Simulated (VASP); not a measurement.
Cs2Sn:

```
Sn Cs
1.0
     0.00000    4.84000    4.84000
     4.84000    0.00000    4.84000
     4.84000    4.84000    0.00000
Sn Cs
1 2
Direct
  0.00000 0.00000 0.00000
  0.25000 0.25000 0.25000
  0.75000 0.75000 0.75000
```

| Item | Value |
| --- | --- |
| Program | VASP 6.6.1 |
| Task | relaxation of cell and atoms |
| Functional | PBE |
| Potentials or basis | VASP PAW PBE potentials, release 64 (Sn_d, Cs_sv) |
| Cutoff | 500 eV |
| k mesh | 8 × 8 × 8 |
| Occupations | gaussian, width 0.1 eV |
| Spin | no spin polarisation |

At the start: pressure -0.5 GPa; volume 75.59 Å³/atom.

Question: Where does the relaxation end?

Answer: Over 4 steps the energy falls by 15.8 meV/atom and the volume is 67.11 Å³/atom (-11.2 %); space group Fm-3m (No. 225, to 0.1 Å) before and after.

Step by step:
| step | energy change (eV) | largest force (eV/Å) | pressure (GPa) | volume (Å³) |
| --- | --- | --- | --- | --- |
| 1 | 0.0000 | 0.0000 | -0.54 | 226.76 |
| 2 | -0.0247 | 0.0000 | -0.40 | 218.45 |
| 3 | -0.0468 | 0.0000 | -0.07 | 204.16 |
| 4 | -0.0474 | 0.0000 | 0.01 | 201.32 |

Final structure:
```xyz
3
Lattice="0.0000 4.6518 4.6518 4.6518 0.0000 4.6518 4.6518 4.6518 0.0000" Properties=species:S:1:pos:R:3 pbc="T T T"
Sn    4.6518    0.0000    4.6518
Cs    2.3259    2.3259    2.3259
Cs    6.9777    6.9777    6.9777
```
